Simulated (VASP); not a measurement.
# BaSr3Ti4O12 (P4/mmm) in VASP: a series of runs

Runs on BaSr3Ti4O12. Level: PBEsol. Tasks: single point.

Program: VASP 6.6.1. These are calculated values, not measurements. Logs are shortened: lines on timing, memory, paths and dates and some standing lists are left out, and cuts for length are marked.

## 1. The cell of the first run

It takes space group P4/mmm (No. 123, tetragonal). The conventional cell has a = 4.037 Å, b = 4.037 Å, c = 16.154 Å, α = 90.00°, β = 90.00°, γ = 90.00°. Ba (site symmetry 4/mmm) has 12 O at 2.85 to 2.92 Å and 8 Ti at 3.54 Å within 3.8 Å. Sr (site symmetry 4mm) has 12 O at 2.82 to 2.85 Å and 8 Ti at 3.48 to 3.49 Å within 3.7 Å. Within 3.7 Å of Sr (site symmetry 4/mmm) lie 12 O at 2.84 to 2.85 Å and 8 Ti at 3.48 Å. Ti (site symmetry 4mm) has 6 O at 1.99 to 2.09 Å within 2.6 Å. Within 2.6 Å of Ti (site symmetry 4mm) lie 6 O at 2.00 to 2.02 Å. O (site symmetry 2mm) has 2 Ti at 2.02 Å within 2.7 Å. Within 2.7 Å of O (site symmetry 2mm) lie 2 Ti at 2.02 Å. O (site symmetry 4/mmm) has 2 Ti at 2.09 Å and 4 Ba at 2.85 Å and 8 O at 2.92 Å within 3.0 Å.

## 2. Single point, PBEsol (13.16 Å³/atom)

Contents of INCAR:

```
SYSTEM = BaSr3Ti4O12
PREC = Accurate
ENCUT = 520
EDIFF = 1E-6
ISMEAR = 0
SIGMA = 0.02
LREAL = Auto
LASPH = .TRUE.
NELM = 60
ALGO = Normal
ISIF = 2
LWAVE = .FALSE.
LCHARG = .FALSE.
GGA = PS
NBANDS = 96
```

Contents of KPOINTS:

```
Automatic mesh
0
G
  8 8 2
  0 0 0
```

Contents of POSCAR:

```
BaSr3Ti4O12
1.0
    4.0369141487      0.0000000000      0.0000000000
    0.0000000000      4.0369141487      0.0000000000
    0.0000000000      0.0000000000     16.1544819258
Ba Sr Ti O
1 3 4 12
Direct
    0.0000000000      0.0000000000      0.0000000000
    0.0000000000      0.0000000000      0.2518961693
    0.0000000000      0.0000000000      0.5000000000
    0.0000000000      0.0000000000      0.7481038307
    0.5000000000      0.5000000000      0.1291806296
    0.5000000000      0.5000000000      0.3762872183
    0.5000000000      0.5000000000      0.6237127817
    0.5000000000      0.5000000000      0.8708193704
    0.0000000000      0.5000000000      0.1302095901
    0.0000000000      0.5000000000      0.3762654596
    0.0000000000      0.5000000000      0.6237345404
    0.0000000000      0.5000000000      0.8697904099
    0.5000000000      0.5000000000      0.0000000000
    0.5000000000      0.5000000000      0.2522177606
    0.5000000000      0.5000000000      0.5000000000
    0.5000000000      0.5000000000      0.7477822394
    0.5000000000      0.0000000000      0.1302095901
    0.5000000000      0.0000000000      0.3762654596
    0.5000000000      0.0000000000      0.6237345404
    0.5000000000      0.0000000000      0.8697904099
```

Potentials or basis: VASP PAW PBE potentials, release 64 (Ba_sv, Sr_sv, Ti_sv, O).

Started as:

```bash
cat potpaw_PBE.64/Ba_sv/POTCAR potpaw_PBE.64/Sr_sv/POTCAR potpaw_PBE.64/Ti_sv/POTCAR potpaw_PBE.64/O/POTCAR > POTCAR
mpirun -np 1 vasp_std > vasp.out
```

OUTCAR:

```text
SYSTEM = BaSr3Ti4O12
   PREC = Accurate
   ENCUT = 520
   EDIFF = 1E-6
   ISMEAR = 0
   LREAL = Auto
   LASPH = .TRUE.
   NELM = 60
   ISIF = 2
   GGA = PS

 ion  position               nearest neighbor table
   1  0.000  0.000  0.000-  13 2.85  13 2.85  13 2.85  13 2.85  20 2.92   9 2.92  12 2.92  12 2.92
                             9 2.92  17 2.92  20 2.92  17 2.92   5 3.54   8 3.54   8 3.54   8 3.54
   2  0.000  0.000  0.252-   9 2.82  17 2.82   9 2.82  17 2.82  10 2.85  10 2.85  18 2.85  18 2.85
                            14 2.85  14 2.85  14 2.85  14 2.85   5 3.48   5 3.48   5 3.48   5 3.48
   3  0.000  0.000  0.500-  10 2.84  11 2.84  18 2.84  19 2.84  10 2.84  11 2.84  18 2.84  19 2.84
                            15 2.85  15 2.85  15 2.85  15 2.85   6 3.48   7 3.48   7 3.48   7 3.48
   4  0.000  0.000  0.748-  12 2.82  20 2.82  12 2.82  20 2.82  11 2.85  19 2.85  19 2.85  11 2.85
                            16 2.85  16 2.85  16 2.85  16 2.85   8 3.48   8 3.48   8 3.48   8 3.48
   5  0.500  0.500  0.129-  14 1.99   9 2.02  17 2.02  17 2.02   9 2.02  13 2.09   2 3.48   2 3.48
                             2 3.48   2 3.48   1 3.54   1 3.54   1 3.54   1 3.54
   6  0.500  0.500  0.376-  15 2.00  14 2.00  10 2.02  18 2.02  18 2.02  10 2.02   3 3.48   3 3.48
                             3 3.48   3 3.48   2 3.49   2 3.49   2 3.49   2 3.49
   7  0.500  0.500  0.624-  15 2.00  16 2.00  11 2.02  19 2.02  19 2.02  11 2.02   3 3.48   3 3.48
                             3 3.48   3 3.48   4 3.49   4 3.49   4 3.49   4 3.49
   8  0.500  0.500  0.871-  16 1.99  12 2.02  20 2.02  20 2.02  12 2.02  13 2.09   4 3.48   4 3.48
                             4 3.48   4 3.48   1 3.54   1 3.54   1 3.54   1 3.54
   9  0.000  0.500  0.130-   5 2.02   5 2.02   2 2.82   2 2.82   1 2.92   1 2.92
  10  0.000  0.500  0.376-   6 2.02   6 2.02   3 2.84   3 2.84   2 2.85   2 2.85
  11  0.000  0.500  0.624-   7 2.02   7 2.02   3 2.84   3 2.84   4 2.85   4 2.85
  12  0.000  0.500  0.870-   8 2.02   8 2.02   4 2.82   4 2.82   1 2.92   1 2.92
  13  0.500  0.500  0.000-   5 2.09   8 2.09   1 2.85   1 2.85   1 2.85   1 2.85
  14  0.500  0.500  0.252-   5 1.99   6 2.00   2 2.85   2 2.85   2 2.85   2 2.85
  15  0.500  0.500  0.500-   6 2.00   7 2.00   3 2.85   3 2.85   3 2.85   3 2.85
  16  0.500  0.500  0.748-   8 1.99   7 2.00   4 2.85   4 2.85   4 2.85   4 2.85
  17  0.500  0.000  0.130-   5 2.02   5 2.02   2 2.82   2 2.82   1 2.92   1 2.92
  18  0.500  0.000  0.376-   6 2.02   6 2.02   3 2.84   3 2.84   2 2.85   2 2.85
  19  0.500  0.000  0.624-   7 2.02   7 2.02   3 2.84   3 2.84   4 2.85   4 2.85
  20  0.500  0.000  0.870-   8 2.02   8 2.02   4 2.82   4 2.82   1 2.92   1 2.92

  LATTYP: Found a simple tetragonal cell.
 ALAT       =     4.0369141487
 C/A-ratio  =     4.0016907298

  Lattice vectors:

 A1 = (   4.0369141487,   0.0000000000,   0.0000000000)
 A2 = (   0.0000000000,   4.0369141487,   0.0000000000)
 A3 = (   0.0000000000,   0.0000000000,  16.1544819258)

Analysis of symmetry for initial positions (statically):
=====================================================================
 Subroutine PRICEL returns:
 Original cell was already a primitive cell.

 Routine SETGRP: Setting up the symmetry group for a
 simple tetragonal supercell.

 Subroutine GETGRP returns: Found 16 space group operations
 (whereof 16 operations were pure point group operations)
 out of a pool of 16 trial point group operations.

The static configuration has the point symmetry D_4h.

Analysis of symmetry for dynamics (positions and initial velocities):
=====================================================================
 Subroutine PRICEL returns:
 Original cell was already a primitive cell.

 Routine SETGRP: Setting up the symmetry group for a
 simple tetragonal supercell.

 Subroutine GETGRP returns: Found 16 space group operations
 (whereof 16 operations were pure point group operations)
 out of a pool of 16 trial point group operations.

The dynamic configuration has the point symmetry D_4h.

 Subroutine INISYM returns: Found 16 space group operations
 (whereof 16 operations are pure point group operations),
 and found     1 'primitive' translations

----------------------------------------------------------------------------------------

                                     Primitive cell

  volume of cell :     263.2644

  direct lattice vectors                    reciprocal lattice vectors
     4.036914149  0.000000000  0.000000000     0.247713962  0.000000000  0.000000000
     0.000000000  4.036914149  0.000000000     0.000000000  0.247713962  0.000000000
     0.000000000  0.000000000 16.154481926     0.000000000  0.000000000  0.061902326

  length of vectors
     4.036914149  4.036914149 16.154481926     0.247713962  0.247713962  0.061902326

  position of ions in fractional coordinates (direct lattice)
[... 58 lines left out ...]

  Length of vectors
     0.030964245  0.030964245  0.030951163

  Shift w.r.t. Gamma in fractional coordinates (k-lattice)
     0.000000000  0.000000000  0.000000000

 Subroutine IBZKPT returns following result:
 ===========================================

 Found     30 irreducible k-points:

 Following reciprocal coordinates:
            Coordinates               Weight
  0.000000  0.000000  0.000000      1.000000
  0.125000  0.000000  0.000000      4.000000
  0.250000  0.000000  0.000000      4.000000
  0.375000  0.000000  0.000000      4.000000
  0.500000  0.000000  0.000000      2.000000
  0.125000  0.125000  0.000000      4.000000
[... 16 lines left out ...]
  0.375000  0.125000  0.500000      8.000000
  0.500000  0.125000  0.500000      4.000000
 [... further k-points ...]
   k-points           NKPTS =     30   k-points in BZ     NKDIM =     30   number of bands    NBANDS=     96
   number of dos      NEDOS =    301   number of ions     NIONS =     20
   total plane-waves  NPLWV = 108000
   dimension x,y,z NGX =    30 NGY =   30 NGZ =  120
   dimension x,y,z NGXF=    60 NGYF=   60 NGZF=  240
   ions per type =               1   3   4  12
   NGX,Y,Z   is equivalent  to a cutoff of  12.35, 12.35, 12.35 a.u.
   NGXF,Y,Z  is equivalent  to a cutoff of  24.71, 24.71, 24.70 a.u.
 SYSTEM =  BaSr3Ti4O12
   PREC   = accura    normal or accurate (medium, high low for compatibility)
   ISTART =      0    job   : 0-new  1-cont  2-samecut
   ICHARG =      2    charge: 1-file 2-atom 10-const
   ISPIN  =      1    spin polarized calculation?
   LNONCOLLINEAR =      F non collinear calculations
   LSORBIT =      F    spin-orbit coupling
   LASPH  =      T    aspherical Exc in radial PAW
   ENCUT  =  520.0 eV  38.22 Ry    6.18 a.u.   7.51  7.51 30.04*2*pi/ulx,y,z
   NELM   =     60;   NELMIN=  2; NELMDL= -5     # of ELM steps
   EDIFF  = 0.1E-05   stopping-criterion for ELM
   LREAL  =      T    real-space projection
   EDIFFG = 0.1E-04   stopping-criterion for IOM
   NSW    =      0    number of steps for IOM
   IBRION =     -1    ionic relax: 0-MD 1-quasi-New 2-CG
   NFREE  =      0    steps in history (QN), initial steepest desc. (CG)
   ISIF   =      2    stress and relaxation
   ISYM   =      2    0-nonsym 1-usesym 2-fastsym
   POTIM  = 0.5000    time-step for ionic-motion
   TEBEG  =    0.0;   TEEND  =   0.0 temperature during run
   PSTRESS=    0.0 pullay stress
   NELECT =     160.0000    total number of electrons
   NUPDOWN=      -1.0000    fix difference up-down
   EMIN   =  10.00;   EMAX   =-10.00  energy-range for DOS
   EFERMI =   0.00;   METHOD = LEGACY
   ISMEAR =     0;   SIGMA  =   0.02  broadening in eV -4-tet -1-fermi 0-gaus
   EFERMI_NEDOS =   21; number of points for ismear=-14 and -15
   IALGO  =     38    algorithm
   IMIX   =      4    mixing-type and parameters
     AMIX     =   0.40;   BMIX     =  1.00
     AMIX_MAG =   1.60;   BMIX_MAG =  1.00
  volume/ion in A,a.u.               =      13.16        88.83
  Fermi-wavevector in a.u.,A,eV,Ry     =   1.386705  2.620493 26.163340  1.922951
  Thomas-Fermi vector in A             =   2.510996
   LORBIT       =      0    0 simple, 1 ext, 2 COOP (PROOUT), +10 PAW based schemes
   GGA     = PS    functional components
   LHFCALC =     F    Hartree Fock is set to
   AEXX    =    0.0000 exact exchange contribution
   IVDW    =     0    specifies the selected vdW correction
   LEPSILON=     F    determine dielectric tensor
   LRPA    =     F    only Hartree local field effects (RPA)
 non-spin polarized calculation
 Gauss-broadening in eV      SIGMA  =   0.02
  energy-cutoff  :      520.00
  volume of cell :      263.26
 maximum number of plane-waves:      7149
   NGX = 15   NGY = 15   NGZ = 61

 number of electron     159.9999930 magnetization

 Free energy of the ion-electron system (eV)
  ---------------------------------------------------
  ext. energy  EPLUGINS =         0.00000000
  ---------------------------------------------------
  free energy    TOTEN  =      -167.01247671 eV

  energy without entropy =     -167.01247671  energy(sigma->0) =     -167.01247671

 E-fermi :   3.4557     XC(G=0): -11.1079

 val. band max:        3.3068040638   @ k =   0.5000   0.5000   0.0000
 cond. band min:       4.9329092605   @ k =   0.0000   0.0000   0.0000
 fundamental gap:      1.6261051967
 Fermi energy:         3.4556505516

 k-point     1 :       0.0000    0.0000    0.0000
  band No.  band energies     occupation
      1     -53.2716      2.00000
      2     -53.2713      2.00000
      3     -53.2603      2.00000
      4     -53.2597      2.00000
      5     -29.6767      2.00000
      6     -29.6405      2.00000
[... 2269 lines left out ...]
     91       6.9087      0.00000
     92       6.9737      0.00000

 [... further k-points ...]

 [bands above 92 left out]

------------------------ aborting loop because EDIFF is reached ----------------------------------------

  FORCE on cell =-STRESS in cart. coord.  units (eV):
  Direction    XX          YY          ZZ          XY          YZ          ZX
  --------------------------------------------------------------------------------------
  -------------------------------------------------------------------------------------
  Total      -22.1091158    -22.1091158    -22.1474938      0.0000000     -0.0000000      0.0000000
  in kB     -134.5519185   -134.5519185   -134.7854798      0.0000000     -0.0000000      0.0000000
  external PRESSURE =    -134.6297723 kB  Pullay stress =       0.0000000 kB

 VOLUME and BASIS-vectors are now :
 -----------------------------------------------------------------------------
  energy-cutoff  :      520.00
  volume of cell :      263.26
      direct lattice vectors                 reciprocal lattice vectors
     4.036914149  0.000000000  0.000000000     0.247713962  0.000000000  0.000000000
     0.000000000  4.036914149  0.000000000     0.000000000  0.247713962  0.000000000
     0.000000000  0.000000000 16.154481926     0.000000000  0.000000000  0.061902326

 POSITION                                       TOTAL-FORCE (eV/Angst)
 -----------------------------------------------------------------------------------
      0.00000      0.00000      0.00000        -0.000000      0.000000      0.000000
      0.00000      0.00000      4.06925        -0.000000     -0.000000      0.002757
      0.00000      0.00000      8.07724        -0.000000      0.000000      0.000000
      0.00000      0.00000     12.08523         0.000000     -0.000000     -0.002757
      2.01846      2.01846      2.08685        -0.000000     -0.000000      0.014069
      2.01846      2.01846      6.07873        -0.000000      0.000000      0.020385
[... 12 lines left out ...]
      2.01846      0.00000     10.07611        -0.000000      0.000000      0.002695
      2.01846      0.00000     14.05101        -0.000000      0.000000     -0.035097
 -----------------------------------------------------------------------------------
    total drift:                                0.000000      0.000000      0.000000

  FREE ENERGIE OF THE ION-ELECTRON SYSTEM (eV)
  ---------------------------------------------------
  free  energy   TOTEN  =      -167.0124767090 eV

  energy  without entropy=     -167.0124767090  energy(sigma->0) =     -167.01247671
```

Wall time 14 min (1 thread of Intel Xeon 6975P-C (Granite Rapids), shared host); peak memory 0.61 GiB.

Results:

- Free energy: -167.0125 eV
- Pressure: -13.5 GPa
- Largest force: 0.035 eV/Å
- Band gap on the k mesh: 1.63 eV (least direct gap 1.85 eV)

Forces in eV/Å, atoms in the order of the input:
```
Ba   0.000  0.000  0.000
Sr   0.000  0.000  0.003
Sr   0.000  0.000  0.000
Sr   0.000  0.000 -0.003
Ti   0.000  0.000  0.014
Ti   0.000  0.000  0.020
Ti   0.000  0.000 -0.020
Ti   0.000  0.000 -0.014
O    0.000  0.000  0.035
O    0.000  0.000 -0.003
O    0.000  0.000  0.003
O    0.000  0.000 -0.035
O    0.000  0.000  0.000
O    0.000  0.000  0.002
O    0.000  0.000  0.000
O    0.000  0.000 -0.002
O    0.000  0.000  0.035
O    0.000  0.000 -0.003
O    0.000  0.000  0.003
O    0.000  0.000 -0.035
```

Caveat: the cell stands under tension; the PAW data sets were made with another functional, which shifts forces and pressure a little; spin-orbit coupling is left out, which moves the levels of the heavy elements. A k mesh can miss the band edges.

[end of part 1 of 2]
